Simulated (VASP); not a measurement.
YAl2N3, 6 atoms in the cell. Symmetry: I4/mmm, No. 139, tetragonal system. The conventional cell has a = 3.206 Å, b = 3.206 Å, c = 12.717 Å, α = 90.00°, β = 90.00°, γ = 90.00°. Y (site symmetry 4/mmm) has 6 N at 2.27 Å within 3.0 Å. N (site symmetry 4mm) has 5 Al at 1.89 to 2.27 Å and 1 Y at 2.27 Å within 2.5 Å. Within 2.9 Å of N (site symmetry 4/mmm) lie 2 Al at 2.20 Å and 4 Y at 2.27 Å. Within 2.5 Å of Al (site symmetry 4mm) lie 6 N at 1.89 to 2.27 Å. 

* Program: VASP 6.6.1
* Task: single point
* Functional: r2SCAN
* Potentials or basis: VASP PAW PBE potentials, release 64 (Y_sv, N, Al)
* Cutoff: 520 eV
* k mesh: 10 × 10 × 10
* Occupations: fermi-dirac, width 0.02 eV
* Spin: no spin polarisation
* Dipole correction: no
* Further INCAR settings: ALGO = Normal; EDIFF = 1e-06; NBANDS = 25

Potentials or basis: VASP PAW PBE potentials, release 64 (Y_sv, N, Al).

Run with:

```console
$ cat potpaw_PBE.64/Y_sv/POTCAR potpaw_PBE.64/N/POTCAR potpaw_PBE.64/Al/POTCAR > POTCAR
$ cp INCAR.step1 INCAR
$ mpirun -np 1 vasp_std > vasp.out
$ cp INCAR.step2 INCAR
$ mpirun -np 1 vasp_std > vasp.out
```

Hardware: 1 thread of Intel(R) Xeon(R) 6975P-C (Granite Rapids), on a shared host.

Task: Estimate the wall time of this run.

Result: Wall time 17 min on 1 thread of Intel(R) Xeon(R) 6975P-C (Granite Rapids) (shared host), peak memory 0.53 GiB. Counts: k points 102.
